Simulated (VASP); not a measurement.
Input of a VASP 6.6.1 run:

File INCAR:

```
SYSTEM = TiCo
PREC = Accurate
ENCUT = 520
EDIFF = 1E-6
ISMEAR = 0
SIGMA = 0.15
LREAL = .False.
LASPH = .True.
NELM = 150
ALGO = Normal
ISIF = 2
LWAVE = .False.
LCHARG = .True.
ISPIN = 2
MAGMOM = 0 1.09
LORBIT = 11
LMAXMIX = 4
GGA = PE
LELF = .True.
LVHAR = .True.
NBANDS = 22
```

The input KPOINTS:

```
regular mesh
0
Gamma
  20 20 20
  0 0 0
```

Contents of POSCAR:

```
TiCo
1.0
    2.8363079286      0.0000000000      0.0000000000
    0.0000000000      2.8363079286      0.0000000000
    0.0000000000      0.0000000000      2.8363079286
Ti Co
1 1
Direct
    0.0000000000      0.0000000000      0.0000000000
    0.5000000000      0.5000000000      0.5000000000
```

Potentials or basis: VASP PAW PBE potentials, release 64 (Ti_sv, Co).

Command:

```sh
$ cat potpaw_PBE.64/Ti_sv/POTCAR potpaw_PBE.64/Co/POTCAR > POTCAR
$ mpirun -np 1 vasp_std > vasp.out
```

**Question.** What does it give for the site moments?

**Answer.** Ti +0.01; Co +0.28 μB.

**Question.** Predict the pressure.

**Answer.** 32.6 GPa.

**Question.** Predict the net moment.

**Answer.** 0.28 μB per cell.

Caveat: the cell differs from its parent crystal (strain -0.050 along x and y, -0.050 along z); the cell stands under pressure.
